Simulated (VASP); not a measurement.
Runs of VASP 6.6.1 on Co. The structure is that of space group P6_3/mmc (No. 194), or close to it. The cells are those of the table. 

| spin | cell | gap on the mesh (eV) | pressure (GPa) | moment (μB) |
| --- | --- | --- | --- | --- |
| off | a = 2.540, b = 2.540, c = 4.123 Å, angles 90.0, 90.0, 120.0°, 2 atoms | none | -21.1 | - |
| off | a = 2.439, b = 2.439, c = 3.958 Å, angles 90.0, 90.0, 120.0°, 2 atoms | none | 3.3 | - |
| off | a = 2.183, b = 2.183, c = 3.543 Å, angles 90.0, 90.0, 120.0°, 2 atoms | none | (a) | - |
| off | a = 2.384, b = 2.384, c = 3.870 Å, angles 90.0, 90.0, 120.0°, 2 atoms | none | 23.8 | - |
| collinear, ferromagnetic start | a = 2.268, b = 2.268, c = 3.681 Å, angles 90.0, 90.0, 120.0°, 2 atoms | none | (b) | 1.99 |
| off | a = 2.701, b = 2.701, c = 4.384 Å, angles 90.0, 90.0, 120.0°, 2 atoms | none | -35.8 | - |
| off | a = 2.507, b = 2.507, c = 4.070 Å, angles 90.0, 90.0, 120.0°, 2 atoms | none | -15.0 | - |
| collinear, ferromagnetic start | a = 2.474, b = 2.474, c = 4.015 Å, angles 90.0, 90.0, 120.0°, 2 atoms | none | (c) | 3.21 |

Alike in all rows: task single point; level PBE; potentials or basis VASP PAW PBE potentials, release 64 (Co); k mesh 15 × 15 × 8; cutoff (eV) 520; smearing fermi-dirac 0.08 eV.

**Question.** Estimate the missing entries.

**Answer.** (a) 193.4; (b) 106.6; (c) 4.1.

A gap of «none» marks levels without a gap at the run's occupations.
